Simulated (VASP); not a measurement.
# Cs (Fm-3m) in VASP: notebook

The runs below take Cs through relaxation of cell and atoms, with PBEsol.

Everything below comes from runs of VASP 6.6.1. Logs are shortened: lines on timing, memory, paths and dates and some standing lists are left out, and cuts for length are marked.

**1. The cell of the first run**

The structure is cubic, space group Fm-3m (No. 225). Conventional cell: a = 7.640 Å, b = 7.640 Å, c = 7.640 Å, α = 90.00°, β = 90.00°, γ = 90.00°.

This isn't the form of Cs at room conditions, which is bcc.

**2. Relaxation of cell and atoms, PBEsol, target pressure 10 GPa, at which the enthalpy is minimised**

Input file INCAR:

```
  PREC = Accurate
  ENCUT = 500
  EDIFF = 1E-7
  ISMEAR = -1
  SIGMA = 0.05
  LREAL = F
  LASPH = T
  NELM = 120
  ALGO = Normal
  ISIF = 3
  LWAVE = F
  LCHARG = F
  GGA = PS
  IBRION = 2
  NSW = 80
  EDIFFG = -0.02
  PSTRESS = 100.0
  GGA_COMPAT = F
  NELMIN = 4
```

Input file KPOINTS:

```
Automatic mesh
0
Gamma
  5 5 5
```

Input file POSCAR:

```
Cs
1.0
    0.0000000000      3.8200000000      3.8200000000
    3.8200000000      0.0000000000      3.8200000000
    3.8200000000      3.8200000000      0.0000000000
Cs
1
Direct
    0.0000000000      0.0000000000      0.0000000000
```

Potentials or basis: VASP PAW PBE potentials, release 64 (Cs_sv).

Command:

```sh
cat potpaw_PBE.64/Cs_sv/POTCAR > POTCAR
mpirun -np 1 vasp_std > vasp.out
```

OUTCAR:

```text
PREC = Accurate
   ENCUT = 500
   EDIFF = 1E-7
   ISMEAR = -1
   LREAL = F
   LASPH = T
   NELM = 120
   ISIF = 3
   GGA = PS
   IBRION = 2
   NSW = 80
   EDIFFG = -0.02
   PSTRESS = 100.0
   NELMIN = 4

 ion  position               nearest neighbor table
   1  0.000  0.000  0.000-

  LATTYP: Found a face centered cubic cell.
 ALAT       =     7.6400000000

  Lattice vectors:

 A1 = (   0.0000000000,   3.8200000000,   3.8200000000)
 A2 = (   3.8200000000,   0.0000000000,   3.8200000000)
 A3 = (   3.8200000000,   3.8200000000,   0.0000000000)

Analysis of symmetry for initial positions (statically):
=====================================================================
 Subroutine PRICEL returns:
 Original cell was already a primitive cell.

 Routine SETGRP: Setting up the symmetry group for a
 face centered cubic supercell.

 Subroutine GETGRP returns: Found 48 space group operations
 (whereof 48 operations were pure point group operations)
 out of a pool of 48 trial point group operations.

The static configuration has the point symmetry O_h .

Analysis of symmetry for dynamics (positions and initial velocities):
=====================================================================
 Subroutine PRICEL returns:
 Original cell was already a primitive cell.

 Routine SETGRP: Setting up the symmetry group for a
 face centered cubic supercell.

 Subroutine GETGRP returns: Found 48 space group operations
 (whereof 48 operations were pure point group operations)
 out of a pool of 48 trial point group operations.

The dynamic configuration has the point symmetry O_h .

 Subroutine INISYM returns: Found 48 space group operations
 (whereof 48 operations are pure point group operations),
 and found     1 'primitive' translations

----------------------------------------------------------------------------------------

                                     Primitive cell

  volume of cell :     111.4859

  direct lattice vectors                    reciprocal lattice vectors
     0.000000000  3.820000000  3.820000000    -0.130890052  0.130890052  0.130890052
     3.820000000  0.000000000  3.820000000     0.130890052 -0.130890052  0.130890052
     3.820000000  3.820000000  0.000000000     0.130890052  0.130890052 -0.130890052

  length of vectors
     5.402295808  5.402295808  5.402295808     0.226708221  0.226708221  0.226708221

  position of ions in fractional coordinates (direct lattice)
     0.000000000  0.000000000  0.000000000

  ion indices of the primitive-cell ions
   primitive index   ion index
                 1           1

----------------------------------------------------------------------------------------

 KPOINTS: Automatic mesh

Automatic generation of k-mesh.
 Grid dimensions read from file:
 generate k-points for:    5    5    5

 Generating k-lattice:

  Cartesian coordinates                     Fractional coordinates (reciprocal lattice)
    -0.026178010  0.026178010  0.026178010     0.200000000  0.000000000  0.000000000
     0.026178010 -0.026178010  0.026178010     0.000000000  0.200000000  0.000000000
     0.026178010  0.026178010 -0.026178010     0.000000000  0.000000000  0.200000000

  Length of vectors
     0.045341644  0.045341644  0.045341644

  Shift w.r.t. Gamma in fractional coordinates (k-lattice)
     0.000000000  0.000000000  0.000000000

 Subroutine IBZKPT returns following result:
 ===========================================

 Found     10 irreducible k-points:

 Following reciprocal coordinates:
            Coordinates               Weight
  0.000000  0.000000  0.000000      1.000000
  0.200000  0.000000  0.000000      8.000000
  0.400000  0.000000  0.000000      8.000000
  0.200000  0.200000  0.000000      6.000000
  0.400000  0.200000  0.000000     24.000000
 -0.400000  0.200000  0.000000     24.000000
 -0.200000  0.200000  0.000000     12.000000
  0.400000  0.400000  0.000000      6.000000
 -0.400000  0.400000  0.000000     12.000000
 -0.400000  0.400000  0.200000     24.000000
   k-points           NKPTS =     10   k-points in BZ     NKDIM =     10   number of bands    NBANDS=      8
   number of dos      NEDOS =    301   number of ions     NIONS =      1
   total plane-waves  NPLWV =  64000
   dimension x,y,z NGX =    40 NGY =   40 NGZ =   40
   dimension x,y,z NGXF=    80 NGYF=   80 NGZF=   80
   ions per type =               1
   NGX,Y,Z   is equivalent  to a cutoff of  12.31, 12.31, 12.31 a.u.
   NGXF,Y,Z  is equivalent  to a cutoff of  24.62, 24.62, 24.62 a.u.
 SYSTEM =  unknown system
   PREC   = accura    normal or accurate (medium, high low for compatibility)
   ISTART =      0    job   : 0-new  1-cont  2-samecut
   ICHARG =      2    charge: 1-file 2-atom 10-const
   ISPIN  =      1    spin polarized calculation?
   LNONCOLLINEAR =      F non collinear calculations
   LSORBIT =      F    spin-orbit coupling
   LASPH  =      T    aspherical Exc in radial PAW
   ENCUT  =  500.0 eV  36.75 Ry    6.06 a.u.   9.85  9.85  9.85*2*pi/ulx,y,z
   NELM   =    120;   NELMIN=  4; NELMDL= -5     # of ELM steps
   EDIFF  = 0.1E-06   stopping-criterion for ELM
   LREAL  =      F    real-space projection
   EDIFFG = -.2E-01   stopping-criterion for IOM
   NSW    =     80    number of steps for IOM
   IBRION =      2    ionic relax: 0-MD 1-quasi-New 2-CG
   NFREE  =      1    steps in history (QN), initial steepest desc. (CG)
   ISIF   =      3    stress and relaxation
   ISYM   =      2    0-nonsym 1-usesym 2-fastsym
   POTIM  = 0.5000    time-step for ionic-motion
   TEBEG  =    0.0;   TEEND  =   0.0 temperature during run
   PSTRESS=  100.0 pullay stress
   NELECT =       9.0000    total number of electrons
   NUPDOWN=      -1.0000    fix difference up-down
   EMIN   =  10.00;   EMAX   =-10.00  energy-range for DOS
   EFERMI =   0.00;   METHOD = LEGACY
   ISMEAR =    -1;   SIGMA  =   0.05  broadening in eV -4-tet -1-fermi 0-gaus
   EFERMI_NEDOS =   21; number of points for ismear=-14 and -15
   IALGO  =     38    algorithm
   IMIX   =      4    mixing-type and parameters
     AMIX     =   0.40;   BMIX     =  1.00
     AMIX_MAG =   1.60;   BMIX_MAG =  1.00
  volume/ion in A,a.u.               =     111.49       752.34
  Fermi-wavevector in a.u.,A,eV,Ry     =   0.707537  1.337050  6.811188  0.500608
  Thomas-Fermi vector in A             =   1.793612
   LORBIT       =      0    0 simple, 1 ext, 2 COOP (PROOUT), +10 PAW based schemes
   GGA     = PS    functional components
   LHFCALC =     F    Hartree Fock is set to
   AEXX    =    0.0000 exact exchange contribution
   IVDW    =     0    specifies the selected vdW correction
   LEPSILON=     F    determine dielectric tensor
   LRPA    =     F    only Hartree local field effects (RPA)
 conjugate gradient relaxation of ions
 non-spin polarized calculation
  energy-cutoff  :      500.00
  volume of cell :      111.49
 maximum number of plane-waves:      2842
   NGX = 19   NGY = 19   NGZ = 19

--------------------------------------- Ionic step        1  -------------------------------------------

 number of electron       9.0000001 magnetization

 Free energy of the ion-electron system (eV)
  ---------------------------------------------------
  ext. energy  EPLUGINS =         0.00000000
  ---------------------------------------------------
  free energy    TOTEN  =        -0.96907568 eV

  energy without entropy =       -0.96511178  energy(sigma->0) =       -0.96709373

 E-fermi :   0.4689     XC(G=0):  -5.5585

 val. band max:        0.4549670110   @ k =   0.4000   0.4000   0.0000
 cond. band min:       0.7436398669   @ k =  -0.4000   0.2000   0.0000
 fundamental gap:      0.2886728559
 Fermi energy:         0.4688752441

 k-point     1 :       0.0000    0.0000    0.0000
  band No.  band energies     occupation
      1     -23.3786      2.00000
      2     -10.0945      2.00000
      3     -10.0945      2.00000
      4     -10.0945      2.00000
      5      -1.2674      2.00000
      6       2.9225      0.00000
      7       2.9225      0.00000
      8       2.9225      0.00000
[... 199 lines left out ...]
  FREE ENERGIE OF THE ION-ELECTRON SYSTEM (eV)
  ---------------------------------------------------
  free  energy   TOTEN  =         0.1815873862 eV

  energy  without entropy=        0.1974582640  energy(sigma->0) =        0.18952283

  enthalpy is  TOTEN    =         2.2354186859 eV   P V=        2.0538312996

[... ionic steps 4 to 12 ...]

--------------------------------------- Ionic step       13  -------------------------------------------

 number of electron       9.0000000 magnetization

------------------------ aborting loop because EDIFF is reached ----------------------------------------

  FORCE on cell =-STRESS in cart. coord.  units (eV):
  Direction    XX          YY          ZZ          XY          YZ          ZX
  --------------------------------------------------------------------------------------
  -------------------------------------------------------------------------------------
  Total        1.9855805      1.9855805      1.9855805     -0.0000000      0.0000000     -0.0000000
  in kB       94.5305200     94.5305200     94.5305200     -0.0000000      0.0000000     -0.0000000
  external PRESSURE =      -5.4694800 kB  Pullay stress =     100.0000000 kB
[... 22 lines left out ...]
  enthalpy is  TOTEN    =         2.2362024594 eV   P V=        2.1004650141

--------------------------------------- Ionic step       14  -------------------------------------------

 number of electron       9.0000000 magnetization

 E-fermi :   5.9751     XC(G=0):  -9.9603

 val. band max:        5.8933015353   @ k =   0.4000   0.2000   0.0000
 cond. band min:       6.1284795950   @ k =  -0.4000   0.4000   0.2000
 fundamental gap:      0.2351780597
 Fermi energy:         5.9751415017

 k-point     1 :       0.0000    0.0000    0.0000
  band No.  band energies     occupation
      1     -18.7920      2.00000
      2      -3.3311      2.00000
      3      -3.3311      2.00000
      4      -3.3311      2.00000
      5       4.6553      2.00000
      6       8.8745      0.00000
      7       8.8745      0.00000
      8       8.8745      0.00000
[... 131 lines left out ...]
  enthalpy is  TOTEN    =         2.2357163555 eV   P V=        2.0896775582

--------------------------------------- Ionic step       15  -------------------------------------------

 number of electron       9.0000000 magnetization

 Free energy of the ion-electron system (eV)
  ---------------------------------------------------
  ext. energy  EPLUGINS =         0.00000000
  ---------------------------------------------------
  free energy    TOTEN  =         0.16709400 eV

  energy without entropy =        0.18255829  energy(sigma->0) =        0.17482614

 E-fermi :   6.0464     XC(G=0): -10.0093

 val. band max:        5.9606271110   @ k =   0.4000   0.2000   0.0000
 cond. band min:       6.2009562514   @ k =  -0.4000   0.4000   0.2000
 fundamental gap:      0.2403291404
 Fermi energy:         6.0463836054

 k-point     1 :       0.0000    0.0000    0.0000
  band No.  band energies     occupation
      1     -18.7509      2.00000
      2      -3.2307      2.00000
      3      -3.2307      2.00000
      4      -3.2307      2.00000
      5       4.7753      2.00000
      6       8.9545      0.00000
      7       8.9545      0.00000
      8       8.9545      0.00000
[... 125 lines left out ...]
  FREE ENERGIE OF THE ION-ELECTRON SYSTEM (eV)
  ---------------------------------------------------
  free  energy   TOTEN  =         0.1670940022 eV

  energy  without entropy=        0.1825582873  energy(sigma->0) =        0.17482614

  enthalpy is  TOTEN    =         2.2353075783 eV   P V=        2.0682135761

 reached required accuracy - stopping structural energy minimisation
```

It took 64 s on 1 thread of Intel Xeon Platinum 8488C (Sapphire Rapids), shared host; peak memory 0.24 GiB.

Results:

```yaml
Free_energy: 0.1671 eV
Relaxed_volume: 33.14 Å³/atom
Relaxed_cell: a = 3.605 Å, b = 3.605 Å, c = 3.605 Å, α = 60.00°, β = 60.00°, γ = 60.00°
Space_group_after_relaxing_to_0.1_Å: Fm-3m (No. 225)
Energy_change_on_relaxing_the_run_minimises_the_enthalpy: +1136.2 meV/atom
Ionic_steps: 15
Pressure_after_relaxing: 10.0 GPa
Band_gap_on_the_k_mesh: zero (an odd number of electrons rules out a gap without spin polarisation)
```

Step by step:
```
step  energy change (eV)  largest force (eV/Å)  pressure (GPa)  volume (Å³)
   1              0.0000                0.0000           -0.08       111.49
   2              1.1894                0.0000           10.51        32.31
   3              1.1507                0.0000           10.16        32.91
   4              1.0900                0.0000            9.19        33.91
   5              1.0912                0.0000            9.21        33.89
   6              1.0948                0.0000            9.27        33.82
   7              1.0948                0.0000            9.27        33.82
   8              1.0950                0.0000            9.28        33.82
   9              1.0953                0.0000            9.28        33.82
  10              1.0959                0.0000            9.29        33.80
  11              1.0972                0.0000            9.32        33.78
  12              1.0997                0.0000            9.36        33.74
  13              1.1048                0.0000            9.45        33.65
  14              1.1151                0.0000            9.63        33.48
  15              1.1362                0.0000            9.96        33.14
```

Final structure:
```
Cs
1.0
     0.00000    2.54933    2.54933
     2.54933    0.00000    2.54933
     2.54933    2.54933    0.00000
Cs
1
Direct
  0.00000 0.00000 0.00000
```

Caveat: the cell is relaxed towards a set pressure, so the run minimises the enthalpy, not the energy; the volume moved by over 15 % at a fixed basis, so the end points are rough; the PAW data sets were made with another functional, which shifts forces and pressure a little; spin-orbit coupling is left out, which moves the levels of the heavy elements.

(Continued in part 2 of 2.)
